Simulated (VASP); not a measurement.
Here is a VASP 6.6.1 calculation.

INCAR

```
ALGO = Fast
EDIFF = 1E-6
EDIFFG = -0.01
ENCUT = 600
GGA = PS
IBRION = 2
ISIF = 3
ISMEAR = -1
LASPH = T
LCHARG = F
LREAL = F
LWAVE = F
NELM = 60
NSW = 60
PREC = Accurate
SIGMA = 0.05
```

File KPOINTS:

```
k-points
0
Gamma
  10 8 7
```

File POSCAR:

```
Ga
1.0
    2.7784220849      0.0000000000      0.0000000000
    0.0000000000      3.2816087900      0.0000000000
   -1.3434310986      0.0000000000      3.9902731763
Ga
2
Direct
    0.1345962700      0.7500000000      0.7701668300
    0.8654037300      0.2500000000      0.2298331700
```

Potentials or basis: VASP PAW PBE potentials, release 64 (Ga_d).

The run is started by

```bash
$ cat potpaw_PBE.64/Ga_d/POTCAR > POTCAR
$ mpirun -np 1 vasp_std > vasp.out
```

(1) What does it give for the relaxed volume?

(2) What does it give for the space group after relaxing (to 0.1 Å)?

(3) Estimate the relaxed cell.

(4) Estimate the band gap on the k mesh.

Results:

(1) 17.97 Å³/atom.

(2) Cmcm (No. 63).

(3) a = 2.769 Å, b = 3.190 Å, c = 4.319 Å, α = 90.00°, β = 109.56°, γ = 90.00°.

(4) zero (bands 13 and 14 overlap by 9.01 eV).

Caveat: the PAW data sets were made with another functional, which shifts forces and pressure a little.
